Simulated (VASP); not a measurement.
# Cr (Im-3m) in VASP: further runs

The runs below take Cr through relaxation of cell and atoms, single point, with PBE.

All numbers are computed with VASP 6.6.1; they aren't measurements. Logs are shortened: lines on timing, memory, paths and dates and some standing lists are left out, and cuts for length are marked.

## (1) The cell of the first run

It takes space group Im-3m (No. 229, cubic). Conventional cell: a = 2.850 Å, b = 2.850 Å, c = 2.850 Å, α = 90.00°, β = 90.00°, γ = 90.00°. Cr (site symmetry m-3m) has 14 Cr at 2.47 to 2.85 Å within 3.3 Å.

## (2) Relaxation of cell and atoms, PBE

INCAR

```
PREC = Accurate ; ENCUT = 600
EDIFF = 1E-6 ; ISMEAR = 0
SIGMA = 0.1 ; LREAL = F
LASPH = T ; NELM = 80
ALGO = Normal ; ISIF = 3
LWAVE = F ; LCHARG = F
GGA = PE ; IBRION = 2
NSW = 100 ; EDIFFG = -0.005
```

KPOINTS

```
regular mesh
0
Gamma
  20 20 20
```

POSCAR

```
Cr
1.0
   -1.4248462185      1.4248462185      1.4248462185
    1.4248462185     -1.4248462185      1.4248462185
    1.4248462185      1.4248462185     -1.4248462185
Cr
1
Direct
    0.0000000000      0.0000000000      0.0000000000
```

Potentials or basis: VASP PAW PBE potentials, release 64 (Cr_pv).

Command:

```sh
$ cat potpaw_PBE.64/Cr_pv/POTCAR > POTCAR
$ mpirun -np 1 vasp_std > vasp.out
```

OUTCAR:

```text
PREC = Accurate
   ENCUT = 600
   EDIFF = 1E-6
   ISMEAR = 0
   LREAL = F
   LASPH = T
   NELM = 80
   ISIF = 3
   GGA = PE
   IBRION = 2
   NSW = 100
   EDIFFG = -0.005

 ion  position               nearest neighbor table
   1  0.000  0.000  0.000-

  LATTYP: Found a body centered cubic cell.
 ALAT       =     2.8496924370

  Lattice vectors:

 A1 = (  -1.4248462185,   1.4248462185,   1.4248462185)
 A2 = (   1.4248462185,  -1.4248462185,   1.4248462185)
 A3 = (   1.4248462185,   1.4248462185,  -1.4248462185)

Analysis of symmetry for initial positions (statically):
=====================================================================
 Subroutine PRICEL returns:
 Original cell was already a primitive cell.

 Routine SETGRP: Setting up the symmetry group for a
 body centered cubic supercell.

 Subroutine GETGRP returns: Found 48 space group operations
 (whereof 48 operations were pure point group operations)
 out of a pool of 48 trial point group operations.

The static configuration has the point symmetry O_h .

Analysis of symmetry for dynamics (positions and initial velocities):
=====================================================================
 Subroutine PRICEL returns:
 Original cell was already a primitive cell.

 Routine SETGRP: Setting up the symmetry group for a
 body centered cubic supercell.

 Subroutine GETGRP returns: Found 48 space group operations
 (whereof 48 operations were pure point group operations)
 out of a pool of 48 trial point group operations.

The dynamic configuration has the point symmetry O_h .

 Subroutine INISYM returns: Found 48 space group operations
 (whereof 48 operations are pure point group operations),
 and found     1 'primitive' translations

----------------------------------------------------------------------------------------

                                     Primitive cell

  volume of cell :      11.5708

  direct lattice vectors                    reciprocal lattice vectors
    -1.424846218  1.424846218  1.424846218     0.000000000  0.350915063  0.350915063
     1.424846218 -1.424846218  1.424846218     0.350915063  0.000000000  0.350915063
     1.424846218  1.424846218 -1.424846218     0.350915063  0.350915063  0.000000000

  length of vectors
     2.467906043  2.467906043  2.467906043     0.496268841  0.496268841  0.496268841

  position of ions in fractional coordinates (direct lattice)
     0.000000000  0.000000000  0.000000000

  ion indices of the primitive-cell ions
   primitive index   ion index
                 1           1

----------------------------------------------------------------------------------------

 KPOINTS: regular mesh

Automatic generation of k-mesh.
 Grid dimensions read from file:
 generate k-points for:   20   20   20

 Generating k-lattice:

  Cartesian coordinates                     Fractional coordinates (reciprocal lattice)
     0.000000000  0.017545753  0.017545753     0.050000000  0.000000000  0.000000000
     0.017545753  0.000000000  0.017545753     0.000000000  0.050000000  0.000000000
     0.017545753  0.017545753  0.000000000     0.000000000  0.000000000  0.050000000

  Length of vectors
     0.024813442  0.024813442  0.024813442

  Shift w.r.t. Gamma in fractional coordinates (k-lattice)
     0.000000000  0.000000000  0.000000000

 Subroutine IBZKPT returns following result:
 ===========================================

 Found    256 irreducible k-points:

 Following reciprocal coordinates:
            Coordinates               Weight
  0.000000  0.000000  0.000000      1.000000
  0.050000  0.000000  0.000000     12.000000
  0.100000  0.000000  0.000000     12.000000
  0.150000  0.000000  0.000000     12.000000
  0.200000  0.000000  0.000000     12.000000
  0.250000  0.000000  0.000000     12.000000
[... 16 lines left out ...]
  0.200000  0.100000 -0.000000     48.000000
  0.250000  0.100000  0.000000     48.000000
 [... further k-points ...]
   k-points           NKPTS =    256   k-points in BZ     NKDIM =    256   number of bands    NBANDS=     10
   number of dos      NEDOS =    301   number of ions     NIONS =      1
   total plane-waves  NPLWV =   8000
   dimension x,y,z NGX =    20 NGY =   20 NGZ =   20
   dimension x,y,z NGXF=    40 NGYF=   40 NGZF=   40
   ions per type =               1
   NGX,Y,Z   is equivalent  to a cutoff of  13.47, 13.47, 13.47 a.u.
   NGXF,Y,Z  is equivalent  to a cutoff of  26.95, 26.95, 26.95 a.u.
 SYSTEM =  unknown system
   PREC   = accura    normal or accurate (medium, high low for compatibility)
   ISTART =      0    job   : 0-new  1-cont  2-samecut
   ICHARG =      2    charge: 1-file 2-atom 10-const
   ISPIN  =      1    spin polarized calculation?
   LNONCOLLINEAR =      F non collinear calculations
   LSORBIT =      F    spin-orbit coupling
   LASPH  =      T    aspherical Exc in radial PAW
   ENCUT  =  600.0 eV  44.10 Ry    6.64 a.u.   4.93  4.93  4.93*2*pi/ulx,y,z
   NELM   =     80;   NELMIN=  2; NELMDL= -5     # of ELM steps
   EDIFF  = 0.1E-05   stopping-criterion for ELM
   LREAL  =      F    real-space projection
   EDIFFG = -.5E-02   stopping-criterion for IOM
   NSW    =    100    number of steps for IOM
   IBRION =      2    ionic relax: 0-MD 1-quasi-New 2-CG
   NFREE  =      1    steps in history (QN), initial steepest desc. (CG)
   ISIF   =      3    stress and relaxation
   ISYM   =      2    0-nonsym 1-usesym 2-fastsym
   POTIM  = 0.5000    time-step for ionic-motion
   TEBEG  =    0.0;   TEEND  =   0.0 temperature during run
   PSTRESS=    0.0 pullay stress
   NELECT =      12.0000    total number of electrons
   NUPDOWN=      -1.0000    fix difference up-down
   EMIN   =  10.00;   EMAX   =-10.00  energy-range for DOS
   EFERMI =   0.00;   METHOD = LEGACY
   ISMEAR =     0;   SIGMA  =   0.10  broadening in eV -4-tet -1-fermi 0-gaus
   EFERMI_NEDOS =   21; number of points for ismear=-14 and -15
   IALGO  =     38    algorithm
   IMIX   =      4    mixing-type and parameters
     AMIX     =   0.40;   BMIX     =  1.00
     AMIX_MAG =   1.60;   BMIX_MAG =  1.00
  volume/ion in A,a.u.               =      11.57        78.08
  Fermi-wavevector in a.u.,A,eV,Ry     =   1.657094  3.131454 37.361080  2.745962
  Thomas-Fermi vector in A             =   2.744906
   LORBIT       =      0    0 simple, 1 ext, 2 COOP (PROOUT), +10 PAW based schemes
   GGA     = PE    functional components
   LHFCALC =     F    Hartree Fock is set to
   AEXX    =    0.0000 exact exchange contribution
   IVDW    =     0    specifies the selected vdW correction
   LEPSILON=     F    determine dielectric tensor
   LRPA    =     F    only Hartree local field effects (RPA)
 conjugate gradient relaxation of ions
 non-spin polarized calculation
 Gauss-broadening in eV      SIGMA  =   0.10
  energy-cutoff  :      600.00
  volume of cell :       11.57
 maximum number of plane-waves:       402
   NGX =  9   NGY =  9   NGZ =  9

--------------------------------------- Ionic step        1  -------------------------------------------

 number of electron      11.9999995 magnetization

 Free energy of the ion-electron system (eV)
  ---------------------------------------------------
  ext. energy  EPLUGINS =         0.00000000
  ---------------------------------------------------
  free energy    TOTEN  =        -9.51844715 eV

  energy without entropy =       -9.51499641  energy(sigma->0) =       -9.51672178

------------------------ aborting loop because EDIFF is reached ----------------------------------------

  FORCE on cell =-STRESS in cart. coord.  units (eV):
  Direction    XX          YY          ZZ          XY          YZ          ZX
  --------------------------------------------------------------------------------------
  -------------------------------------------------------------------------------------
  Total       -0.0769220     -0.0769220     -0.0769220     -0.0000000      0.0000000     -0.0000000
  in kB      -10.6511693    -10.6511693    -10.6511693     -0.0000000      0.0000000     -0.0000000
  external PRESSURE =     -10.6511693 kB  Pullay stress =       0.0000000 kB
[... 55 lines left out ...]
  energy  without entropy=       -9.5147436048  energy(sigma->0) =       -9.51644022

--------------------------------------- Ionic step        3  -------------------------------------------

 number of electron      11.9999996 magnetization

 Free energy of the ion-electron system (eV)
  ---------------------------------------------------
  ext. energy  EPLUGINS =         0.00000000
  ---------------------------------------------------
  free energy    TOTEN  =        -9.51860194 eV

  energy without entropy =       -9.51517224  energy(sigma->0) =       -9.51688709

 E-fermi :  11.0248     XC(G=0): -13.6873

 val. band max:       11.0201007570   @ k =   0.4500   0.1000   0.0000
 cond. band min:      11.0339310205   @ k =  -0.1500   0.2000   0.1000
 fundamental gap:      0.0138302635
 Fermi energy:        11.0247907282

 k-point     1 :       0.0000    0.0000    0.0000
  band No.  band energies     occupation
      1     -31.7165      2.00000
      2     -31.7164      2.00000
      3     -31.7164      2.00000
      4       3.1407      2.00000
      5      10.0926      2.00000
      6      10.0926      2.00000
      7      10.0926      2.00000
      8      12.1525      0.00000
      9      12.1525      0.00000
     10      18.1170      0.00000
[... 287 lines left out ...]
 k-point    24 :       0.2500    0.1000    0.0000
  band No.  band energies     occupation
      1     -32.3391      2.00000
      2     -31.9172      2.00000
      3     -31.7515      2.00000
      4       6.3339      2.00000
      5       9.0410      2.00000
      6       9.5641      2.00000
      7      11.7754      0.00000
      8      12.4320      0.00000
      9      12.7691      0.00000
     10      18.1158      0.00000

 [... further k-points ...]

------------------------ aborting loop because EDIFF is reached ----------------------------------------

  FORCE on cell =-STRESS in cart. coord.  units (eV):
  Direction    XX          YY          ZZ          XY          YZ          ZX
  --------------------------------------------------------------------------------------
  -------------------------------------------------------------------------------------
  Total        0.0017752      0.0017752      0.0017752     -0.0000000     -0.0000000      0.0000000
  in kB        0.2468152      0.2468152      0.2468152     -0.0000000     -0.0000000      0.0000000
  external PRESSURE =       0.2468152 kB  Pullay stress =       0.0000000 kB
[... 16 lines left out ...]
  FREE ENERGIE OF THE ION-ELECTRON SYSTEM (eV)
  ---------------------------------------------------
  free  energy   TOTEN  =        -9.5186019423 eV

  energy  without entropy=       -9.5151722407  energy(sigma->0) =       -9.51688709

 reached required accuracy - stopping structural energy minimisation
```

Run time: 50 s. Hardware: 1 thread of AMD EPYC 7R13 (Zen 3), shared host; peak memory 0.13 GiB.

What came out:

```
Free energy                            : -9.5186 eV
Relaxed volume                         : 11.52 Å³/atom
Relaxed cell                           : a = 2.465 Å, b = 2.465 Å, c = 2.465 Å, α = 109.47°, β = 109.47°, γ = 109.47°
Space group after relaxing (to 0.05 Å) : Im-3m (No. 229)
Energy gained by relaxing              : 0.2 meV/atom
Ionic steps                            : 3
Pressure after relaxing                : 0.0 GPa
Band gap on the k mesh                 : zero (band 6 reaches 13.46 eV, above the bottom of band 7 at 10.09 eV)
```

The path:
| step | energy change (eV) | largest force (eV/Å) | pressure (GPa) | volume (Å³) |
| --- | --- | --- | --- | --- |
| 1 | 0.0000 | 0.0000 | -1.07 | 11.57 |
| 2 | 0.0003 | 0.0000 | 1.86 | 11.44 |
| 3 | -0.0002 | 0.0000 | 0.02 | 11.52 |

Final structure:
```xyz
1
Lattice="-1.4229 1.4229 1.4229 1.4229 -1.4229 1.4229 1.4229 1.4229 -1.4229" Properties=species:S:1:pos:R:3 pbc="T T T"
Cr    0.0000    0.0000    0.0000
```

Caveat: the run has no spin polarisation, though such a crystal can be magnetic.

## (3) Single point, PBE

INCAR

```
SYSTEM = Cr
  ALGO = Normal
  EDIFF = 1E-6
  ENCUT = 500
  GGA = PE
  GGA_COMPAT = .False.
  ISIF = 2
  ISMEAR = 0
  LASPH = .True.
  LCHARG = .False.
  LREAL = .False.
  LWAVE = .False.
  NBANDS = 12
  NELM = 120
  PREC = Accurate
  SIGMA = 0.1
```

KPOINTS

```
k-points
0
Gamma
  10 10 10
  0 0 0
```

POSCAR

```
Cr
1.0
   -1.4248462236      1.4248462236      1.4248462236
    1.4248462236     -1.4248462236      1.4248462236
    1.4248462236      1.4248462236     -1.4248462236
Cr
1
Direct
    0.0000000000      0.0000000000      0.0000000000
```

Potentials or basis: VASP PAW PBE potentials, release 64 (Cr_pv).

Command:

```sh
$ cat potpaw_PBE.64/Cr_pv/POTCAR > POTCAR
$ mpirun -np 1 vasp_std > vasp.out
```

It took 4.6 s on 1 thread of Intel Xeon 6975P-C (Granite Rapids), shared host; peak memory 0.12 GiB.

The run converged. Its results:

* Free energy: -9.5087 eV
* Pressure: -0.7 GPa
* Band gap on the k mesh: zero (band 6 reaches 13.36 eV, above the bottom of band 7 at 10.02 eV)

Levels at points of the mesh, in eV from the Fermi level:
```
           k point  band 3  band 4  band 5  band 6  band 7  band 8  band 9  band 10
(0.00, 0.00, 0.00)  -42.79   -7.88   -0.96   -0.96   -0.96    1.09    1.09     7.04
(0.50, 0.00, 0.00)  -42.79   -4.46   -2.50    1.08    1.08    1.42    2.77     7.03
(0.50, 0.50, 0.50)  -43.41   -4.34   -4.34    2.38    2.38    2.38    7.03    10.56
```

Caveat: the run has no spin polarisation, though such a crystal can be magnetic.

## (4) Single point, PBE

INCAR

```
SYSTEM = Cr
PREC     = Accurate       ! precision mode
ENCUT    = 600            ! plane-wave cutoff, eV
EDIFF    = 1E-6           ! SCF threshold, eV
ISMEAR   = 0              ! smearing method
SIGMA    = 0.1            ! smearing width, eV
LREAL    = .FALSE.        ! projectors in reciprocal space
LASPH    = .TRUE.         ! aspherical terms in the spheres
NELM     = 120            ! most SCF steps
ALGO     = Normal         ! electronic algorithm
ISIF     = 2              ! what is computed and relaxed
LWAVE    = .FALSE.        ! write WAVECAR
LCHARG   = .TRUE.         ! write CHGCAR
GGA      = PE             ! functional
LELF     = .TRUE.         ! ELF
LVHAR    = .TRUE.       
NBANDS   = 13             ! bands
GGA_COMPAT= .FALSE.
```

KPOINTS

```
Automatic mesh
0
G
  20 20 20
  0 0 0
```

POSCAR

```
Cr
1.0
   -1.4239150088      1.4239150088      1.4239150088
    1.4239150088     -1.4239150088      1.4239150088
    1.4239150088      1.4239150088     -1.4239150088
Cr
1
Direct
    0.0000000000      0.0000000000      0.0000000000
```

Potentials or basis: VASP PAW PBE potentials, release 64 (Cr_sv).

Command:

```sh
$ cat potpaw_PBE.64/Cr_sv/POTCAR > POTCAR
$ mpirun -np 1 vasp_std > vasp.out
```

Wall time 16 s (1 thread of Intel Xeon 6975P-C (Granite Rapids), shared host); peak memory 0.15 GiB.

It converged, with:

| Quantity | Value |
| --- | --- |
| Free energy | -9.6098 eV |
| Pressure | -3.1 GPa |
| Band gap on the k mesh | zero (band 7 reaches 16.47 eV, above the bottom of band 8 at 13.10 eV) |

Levels at points of the mesh, in eV from the Fermi level:
| k point | band 4 | band 5 | band 6 | band 7 | band 8 | band 9 | band 10 | band 11 |
| --- | --- | --- | --- | --- | --- | --- | --- | --- |
| (0.00, 0.00, 0.00) | -42.70 | -7.92 | -0.93 | -0.93 | -0.93 | 1.14 | 1.14 | 22.35 |
| (0.50, 0.00, 0.00) | -42.71 | -4.47 | -2.48 | 1.04 | 1.14 | 1.48 | 2.84 | 9.88 |
| (0.50, 0.50, 0.50) | -43.33 | -4.35 | -4.35 | 2.45 | 2.45 | 2.45 | 10.55 | 10.55 |

Caveat: the run has no spin polarisation, though such a crystal can be magnetic. Spin polarisation is off, so any magnetic state and its effect on volume and gap are missing.

## (5) The runs side by side

```csv
task,potentials or basis,cell,k mesh,cutoff (eV),second run,gap on the mesh (eV),pressure (GPa)
relaxation of cell and atoms,"VASP PAW PBE potentials, release 64 (Cr_pv)","relaxed from a = 2.468 Å, angles 109.5°, 1 atom",20 × 20 × 20,600,-,none,0.0
single point,"VASP PAW PBE potentials, release 64 (Cr_pv)","a = 2.468 Å, angles 109.5°, 1 atom",10 × 10 × 10,500,-,none,-0.7
single point,"VASP PAW PBE potentials, release 64 (Cr_sv)","a = 2.466 Å, angles 109.5°, 1 atom",20 × 20 × 20,600,valence_matched,none,-3.1
```

Alike in all rows: level PBE; no spin polarisation; smearing gaussian 0.1 eV.

Caveats: the run has no spin polarisation, though such a crystal can be magnetic.

Total energies depend on the potentials used, so only differences within one code and one set of settings carry meaning.
